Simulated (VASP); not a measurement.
Set up this calculation in VASP 6.6.1, as the native input.

| Item | Value |
| --- | --- |
| Task | relaxation of cell and atoms |
| Functional | PBEsol |
| Potentials or basis | VASP PAW PBE potentials, release 64 (Ti_sv, Co) |
| Cutoff | 600 eV |
| k mesh | 14 × 14 × 14 |
| Occupations | gaussian, width 0.1 eV |
| Spin | collinear spin, ferromagnetic start |
| Starting moments | [0.0, 0.66] μB |
| Target pressure | 12 GPa |
| Dipole correction | no |
| Further INCAR settings | ALGO = Fast; EDIFF = 1e-06; IBRION = 2; EDIFFG = -0.008; NSW = 70; ISIF = 3 |

The structure of TiCo lies in POSCAR:

```
TiCo
1.0
    2.8807368507      0.0000000000      0.0000000000
    0.0000000000      2.8807368507      0.0000000000
    0.0000000000      0.0000000000      2.8807368507
Ti Co
1 1
Direct
    0.0000000000      0.0000000000      0.0000000000
    0.5000000000      0.5000000000      0.5000000000
```

One way to write it, as run:

INCAR

```
PREC = Accurate
ENCUT = 600
EDIFF = 1E-6
ISMEAR = 0
SIGMA = 0.1
LREAL = F
LASPH = T
NELM = 150
ALGO = Fast
ISIF = 3
LWAVE = F
LCHARG = F
ISPIN = 2
MAGMOM = 0 0.66
LORBIT = 11
LMAXMIX = 4
GGA = PS
IBRION = 2
NSW = 70
EDIFFG = -0.008
PSTRESS = 120.0
```

KPOINTS

```
regular mesh
0
Gamma
  14 14 14
```

Potentials or basis: VASP PAW PBE potentials, release 64 (Ti_sv, Co).

Run with:

```sh
$ cat potpaw_PBE.64/Ti_sv/POTCAR potpaw_PBE.64/Co/POTCAR > POTCAR
$ mpirun -np 1 vasp_std > vasp.out
```

It gave:

The relaxed volume is 11.94 Å³/atom. The relaxed cell is a = 2.880 Å, b = 2.880 Å, c = 2.880 Å, α = 90.00°, β = 90.00°, γ = 90.00°, the space group after relaxing (to 0.05 Å) is Pm-3m (No. 221) and the energy change on relaxing (the enthalpy is what falls) is +1.1 meV/atom. The ionic steps are 4. The pressure after relaxing is 12.0 GPa, the net moment is 0.41 μB per cell and the site moments are Ti +0.01; Co +0.42 μB. The valence electrons inside the program's atomic spheres are Ti 10.46; Co 8.49.

Caveat: the cell is relaxed towards a set pressure, so the enthalpy falls and the energy may rise; the PAW data sets were made with another functional, which shifts forces and pressure a little.

Run time: 100 s on 1 thread of Intel(R) Xeon(R) 6975P-C (Granite Rapids) (shared host), peak memory 0.22 GiB.
